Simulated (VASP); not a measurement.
Write the native input for VASP 6.6.1 that does the following.

- Task: single point
- Functional: PBE
- Potentials or basis: VASP PAW PBE potentials, release 64 (Ge_d, W_sv, Cl)
- Cutoff: 520 eV
- k mesh: 4 × 4 × 4
- Occupations: gaussian, width 0.1 eV
- Spin: collinear spin, ferromagnetic start
- Starting moments: [1.08, 2.52, 0.07, 0.07, 0.07] μB
- Dipole correction: no
- Further INCAR settings: ALGO = Normal; EDIFF = 1e-07; NBANDS = 36

The structure of GeWCl3 lies in POSCAR:

```
GeWCl3
1.0
    5.1266100000      0.0000000000      0.0000000000
    0.0000000000      5.1266100000      0.0000000000
    0.0000000000      0.0000000000      5.1266100000
Ge W Cl
1 1 3
Direct
    0.0000000000      0.0000000000      0.0000000000
    0.5000000000      0.5000000000      0.5000000000
    0.0000000000      0.5000000000      0.5000000000
    0.5000000000      0.0000000000      0.5000000000
    0.5000000000      0.5000000000      0.0000000000
```

The input as run:

INCAR

```
PREC = Accurate
ENCUT = 520
EDIFF = 1E-7
ISMEAR = 0
SIGMA = 0.1
LREAL = F
LASPH = T
NELM = 150
ALGO = Normal
ISIF = 2
LWAVE = F
LCHARG = F
ISPIN = 2
MAGMOM = 1.08 2.52 0.07 0.07 0.07
LORBIT = 11
LMAXMIX = 4
GGA = PE
NBANDS = 36
```

KPOINTS

```
Automatic mesh
0
Gamma
  4 4 4
```

Potentials or basis: VASP PAW PBE potentials, release 64 (Ge_d, W_sv, Cl).

Launch:

```bash
$ cat potpaw_PBE.64/Ge_d/POTCAR potpaw_PBE.64/W_sv/POTCAR potpaw_PBE.64/Cl/POTCAR > POTCAR
$ mpirun -np 1 vasp_std > vasp.out
```

Results of the run:

```json
{
  "Pressure": "-2.6 GPa",
  "Band gap on the k mesh": "zero (filled and empty bands overlap)",
  "Net moment": "4.98 μB per cell",
  "Site moments": "Ge +0.59; W +2.74; Cl +0.02 μB",
  "Valence electrons inside the program's atomic spheres": "Ge 11.95; W 11.69; Cl 5.08"
}
```

Caveat: spin-orbit coupling is left out, which moves the levels of the heavy elements.

Wall time 110 s on 1 thread of AMD EPYC 7R43 64-Core Processor (Zen 3), on a shared host, peak memory 0.29 GiB.
